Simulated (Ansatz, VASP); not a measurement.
# One calculation of Pt, two programs

The input INCAR:

```
PREC     = Accurate       # precision mode
ENCUT    = 520            # plane-wave cutoff, eV
EDIFF    = 1E-7           # SCF threshold, eV
ISMEAR   = 0              # smearing method
SIGMA    = 0.15           # smearing width, eV
LREAL    = False          # projectors in reciprocal space
LASPH    = True           # aspherical terms in the spheres
NELM     = 100            # most SCF steps
ALGO     = Normal         # electronic algorithm
ISIF     = 2              # what is computed and relaxed
LWAVE    = False          # write WAVECAR
LCHARG   = False          # write CHGCAR
GGA      = PS             # functional
NBANDS   = 11             # bands
```

The input KPOINTS:

```
regular mesh
0
Gamma
  22 22 22
```

POSCAR

```
Pt
1.0
   -1.5050090000      1.5050090000      1.6634310000
    1.5050090000     -1.5050090000      1.6634310000
    1.5050090000      1.5050090000     -1.6634310000
Pt
1
Direct
    0.0000000000      0.0000000000      0.0000000000
```

Input for Ansatz:

```yaml
crystal:
  lattice:
    - [-1.505009, 1.505009, 1.663431]
    - [1.505009, -1.505009, 1.663431]
    - [1.505009, 1.505009, -1.663431]
  atoms:
    - { symbol: Pt, position: [0.0, 0.0, 0.0] }
basis:
  ecutwfc: 420
kpoints:
  mp_grid: { grid: [22, 22, 22] }
hamiltonian:
  xc: pbesol
scf:
  occupations: { method: gaussian, width: 0.15 }
output:
  forces: true
  stress: true
  eigenvalues: true
```

Change from the starting cell: strain -0.050 along x and y, +0.050 along z, atoms carried along.

Alike in both runs: task single point; functional PBEsol; k mesh 22 × 22 × 22; occupations gaussian, width 0.15 eV; no spin polarisation.

```csv
,VASP,Ansatz
version,VASP 6.6.1,Ansatz 0.2.0
potentials or method,"VASP PAW PBE potentials, release 64 (Pt), cutoff 520 eV","scalar-relativistic, plane waves, PAW"
valence electrons in the cell,10,18
```

|  | VASP | Ansatz | Ansatz less VASP |
| --- | --- | --- | --- |
| gap on the k mesh at the Fermi level (eV) | none | none | - |
| pressure (GPa) | 1.6 | 2.0 | +0.40 |
| traceless stress, the component that is largest in VASP (GPa) | 4.70 | 4.69 | -0.005 |

VASP's potentials were made for PBE, not for PBEsol. A gap of «none» marks a metal or a gap that the smearing closes. VASP's potentials hold 10 valence electrons a cell and Ansatz's 18, so a difference there can come from the potentials and not from the codes.

Spin-orbit coupling is off throughout.
